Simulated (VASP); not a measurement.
# MoS2 in VASP: further runs, part 2 of 2

VASP 6.6.1. Earlier steps stand in the parts before.

### Step 4. Single point, PBE

This run uses another cell than the first one, of 33.62 Å³/atom, 1.060 times its volume.

INCAR reads:

```
SYSTEM = MoS2
PREC = Accurate ; ENCUT = 520
EDIFF = 1E-6 ; ISMEAR = -1
SIGMA = 0.05 ; LREAL = .False.
LASPH = .True. ; NELM = 60
ALGO = Normal ; ISIF = 2
LWAVE = .False. ; LCHARG = .False.
GGA = PE ; NBANDS = 35
```

KPOINTS reads:

```
regular mesh
0
Gamma
  10 10 2
  0 0 0
```

POSCAR reads:

```
MoS2
1.0
    3.2469993021      0.0000000000      0.0000000000
   -1.6234996510      2.8119838817      0.0000000000
    0.0000000000      0.0000000000     22.0955550693
Mo S
2 4
Direct
    0.3333333333      0.6666666667      0.8511602300
    0.6666666667      0.3333333333      0.1488397700
    0.6666666667      0.3333333333      0.7796253900
    0.3333333333      0.6666666667      0.0772510000
    0.6666666667      0.3333333333      0.9227490000
    0.3333333333      0.6666666667      0.2203746100
```

Potentials or basis: VASP PAW PBE potentials, release 64 (Mo_sv, S).

Command:

```sh
> cat potpaw_PBE.64/Mo_sv/POTCAR potpaw_PBE.64/S/POTCAR > POTCAR
> mpirun -np 1 vasp_std > vasp.out
```

OUTCAR:

```text
SYSTEM = MoS2
   PREC = Accurate
   ENCUT = 520
   EDIFF = 1E-6
   ISMEAR = -1
   LREAL = .False.
   LASPH = .True.
   NELM = 60
   ISIF = 2
   GGA = PE

 ion  position               nearest neighbor table
   1  0.333  0.667  0.851-   3 2.45   3 2.45   3 2.45   5 2.45   5 2.45   5 2.45
   2  0.667  0.333  0.149-   6 2.45   6 2.45   6 2.45   4 2.45   4 2.45   4 2.45
   3  0.667  0.333  0.780-   1 2.45   1 2.45   1 2.45
   4  0.333  0.667  0.077-   2 2.45   2 2.45   2 2.45
   5  0.667  0.333  0.923-   1 2.45   1 2.45   1 2.45
   6  0.333  0.667  0.220-   2 2.45   2 2.45   2 2.45

  LATTYP: Found a hexagonal cell.
 ALAT       =     3.2469993021
 C/A-ratio  =     6.8049152505

  Lattice vectors:

 A1 = (   3.2469993021,   0.0000000000,   0.0000000000)
 A2 = (  -1.6234996510,   2.8119838817,   0.0000000000)
 A3 = (   0.0000000000,   0.0000000000,  22.0955550693)

Analysis of symmetry for initial positions (statically):
=====================================================================
 Subroutine PRICEL returns:
 Original cell was already a primitive cell.

 Routine SETGRP: Setting up the symmetry group for a
 hexagonal supercell.

 Subroutine GETGRP returns: Found 12 space group operations
 (whereof 12 operations were pure point group operations)
 out of a pool of 24 trial point group operations.

The static configuration has the point symmetry D_3d.

Analysis of symmetry for dynamics (positions and initial velocities):
=====================================================================
 Subroutine PRICEL returns:
 Original cell was already a primitive cell.

 Routine SETGRP: Setting up the symmetry group for a
 hexagonal supercell.

 Subroutine GETGRP returns: Found 12 space group operations
 (whereof 12 operations were pure point group operations)
 out of a pool of 24 trial point group operations.

[... 126 lines left out ...]
   IMIX   =      4    mixing-type and parameters
     AMIX     =   0.40;   BMIX     =  1.00
     AMIX_MAG =   1.60;   BMIX_MAG =  1.00
  volume/ion in A,a.u.               =      33.62       226.91
  Fermi-wavevector in a.u.,A,eV,Ry     =   1.041860  1.968830 14.768742  1.085472
  Thomas-Fermi vector in A             =   2.176499
   LORBIT       =      0    0 simple, 1 ext, 2 COOP (PROOUT), +10 PAW based schemes
   GGA     = PE    functional components
   LHFCALC =     F    Hartree Fock is set to
   AEXX    =    0.0000 exact exchange contribution
   IVDW    =     0    specifies the selected vdW correction
   LEPSILON=     F    determine dielectric tensor
   LRPA    =     F    only Hartree local field effects (RPA)
 non-spin polarized calculation
  energy-cutoff  :      520.00
  volume of cell :      201.74
 maximum number of plane-waves:      5490
   NGX = 13   NGY = 13   NGZ = 83

 number of electron      52.0000002 magnetization

 Free energy of the ion-electron system (eV)
  ---------------------------------------------------
  ext. energy  EPLUGINS =         0.00000000
  ---------------------------------------------------
  free energy    TOTEN  =       -43.58042920 eV

  energy without entropy =      -43.58042898  energy(sigma->0) =      -43.58042909

 E-fermi :   1.7816     XC(G=0):  -6.4263

 val. band max:        1.1817738882   @ k =   0.0000   0.0000   0.0000
 cond. band min:       2.4919289949   @ k =   0.3000   0.3000   0.0000
 fundamental gap:      1.3101551067
 Fermi energy:         1.7816063757

 k-point     1 :       0.0000    0.0000    0.0000
  band No.  band energies     occupation
      1     -60.0962      2.00000
      2     -60.0962      2.00000
      3     -34.1867      2.00000
      4     -34.1867      2.00000
      5     -34.0425      2.00000
      6     -34.0425      2.00000
[... 901 lines left out ...]
     34       4.9345      0.00000
     35       7.1847      0.00000

 [... further k-points ...]

------------------------ aborting loop because EDIFF is reached ----------------------------------------

  FORCE on cell =-STRESS in cart. coord.  units (eV):
  Direction    XX          YY          ZZ          XY          YZ          ZX
  --------------------------------------------------------------------------------------
  -------------------------------------------------------------------------------------
  Total       -4.7168924     -4.7168924     -4.1390935     -0.0000000      0.0000000      0.0000000
  in kB      -37.4599001    -37.4599001    -32.8712246     -0.0000000      0.0000000      0.0000000
  external PRESSURE =     -35.9303416 kB  Pullay stress =       0.0000000 kB

 VOLUME and BASIS-vectors are now :
 -----------------------------------------------------------------------------
  energy-cutoff  :      520.00
  volume of cell :      201.74
      direct lattice vectors                 reciprocal lattice vectors
     3.246999302  0.000000000  0.000000000     0.307976660  0.177810408  0.000000000
    -1.623499651  2.811983882  0.000000000     0.000000000  0.355620815  0.000000000
     0.000000000  0.000000000 22.095555069     0.000000000  0.000000000  0.045257971

 POSITION                                       TOTAL-FORCE (eV/Angst)
 -----------------------------------------------------------------------------------
     -0.00000      1.87466     18.80686        -0.000000     -0.000000      0.002131
      1.62350      0.93733      3.28870         0.000000      0.000000     -0.002131
      1.62350      0.93733     17.22626        -0.000000      0.000000      0.668393
     -0.00000      1.87466      1.70690        -0.000000      0.000000      0.712193
      1.62350      0.93733     20.38865         0.000000     -0.000000     -0.712193
     -0.00000      1.87466      4.86930        -0.000000     -0.000000     -0.668393
 -----------------------------------------------------------------------------------
    total drift:                                0.000000     -0.000000      0.000000

  FREE ENERGIE OF THE ION-ELECTRON SYSTEM (eV)
  ---------------------------------------------------
  free  energy   TOTEN  =       -43.5804291964 eV

  energy  without entropy=      -43.5804289758  energy(sigma->0) =      -43.58042909
```

OSZICAR:

```text
N       E                     dE             d eps       ncg     rms          rms(c)
DAV:   1     0.423366104381E+03    0.42337E+03   -0.27718E+04  2304   0.129E+03
DAV:   2    -0.191425071703E+02   -0.44251E+03   -0.42881E+03  2513   0.319E+02
DAV:   3    -0.461243711357E+02   -0.26982E+02   -0.26500E+02  2440   0.708E+01
[... 14 lines left out ...]
DAV:  18    -0.435803634134E+02   -0.46178E-04   -0.86716E-07  1676   0.372E-03    0.262E-03
DAV:  19    -0.435804080595E+02   -0.44646E-04   -0.10336E-06  1643   0.290E-03    0.245E-03
DAV:  20    -0.435804258232E+02   -0.17764E-04   -0.71653E-07  1622   0.286E-03    0.688E-04
DAV:  21    -0.435804286744E+02   -0.28512E-05   -0.12227E-07  1383   0.108E-03    0.351E-04
DAV:  22    -0.435804291964E+02   -0.52197E-06   -0.34243E-08  1237   0.413E-04
   1 F= -.43580429E+02 E0= -.43580429E+02  d E =-.220560E-06
```

It took 2.5 min on 1 thread of Intel Xeon 6975P-C (Granite Rapids), shared host; peak memory 0.38 GiB.

What came out:

```yaml
Free_energy: -43.5804 eV
Largest_force: 0.712 eV/Å
Band_gap_on_the_k_mesh: 1.31 eV, indirect (least direct gap 1.74 eV)
```

Forces on the atoms (eV/Å):
```
Mo   0.000  0.000  0.002
Mo   0.000  0.000 -0.002
S    0.000  0.000  0.668
S    0.000  0.000  0.712
S    0.000  0.000 -0.712
S    0.000  0.000 -0.668
```

### Step 5. The runs side by side

```tsv
level	potentials or basis	cell	gap on the mesh (eV)	largest force (eV/Å)
LDA	VASP PAW LDA potentials, release 64 (Mo_sv, S)	a = 3.185, b = 3.185, c = 21.671 Å, angles 90.0, 90.0, 120.0°, 6 atoms	1.37	0.36
r2SCAN	VASP PAW PBE potentials, release 64 (Mo_sv, S)	a = 3.185, b = 3.185, c = 21.671 Å, angles 90.0, 90.0, 120.0°, 6 atoms	1.48	0.04
PBE	VASP PAW PBE potentials, release 64 (Mo_sv, S)	a = 3.247, b = 3.247, c = 22.096 Å, angles 90.0, 90.0, 120.0°, 6 atoms	1.31	0.71
```

Alike in all rows: task single point; no spin polarisation; k mesh 10 × 10 × 2; cutoff (eV) 520; smearing fermi-dirac 0.05 eV.

Caveats: the PAW data sets were made with another functional, which shifts forces and pressure a little (some runs).

Absolute energies hang on the potentials; compare differences alone.
